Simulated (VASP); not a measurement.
Here is a VASP 6.6.1 calculation.

INCAR

```
PREC = Accurate ; ENCUT = 520
EDIFF = 1E-6 ; ISMEAR = -1
SIGMA = 0.05 ; LREAL = False
LASPH = True ; NELM = 80
ALGO = Fast ; ISIF = 2
LWAVE = False ; LCHARG = False
GGA = PE ; NBANDS = 12
```

File KPOINTS:

```
regular mesh
0
Gamma
  10 10 10
```

Contents of POSCAR:

```
Sc
1.0
   -1.9172054859      1.9172054859      1.7176030000
    1.9172054859     -1.9172054859      1.7176030000
    1.9172054859      1.9172054859     -1.7176030000
Sc
1
Direct
    0.0000000000      0.0000000000      0.0000000000
```

Potentials or basis: VASP PAW PBE potentials, release 64 (Sc_sv).

Launch:

```sh
$ cat potpaw_PBE.64/Sc_sv/POTCAR > POTCAR
$ mpirun -np 1 vasp_std > vasp.out
```

**Question.** Predict the pressure.

**Answer.** -0.8 GPa.

Stress tensor (GPa, compression positive):
```
-1.15  0.00  0.00
 0.00 -1.15  0.00
 0.00  0.00 -0.07
```
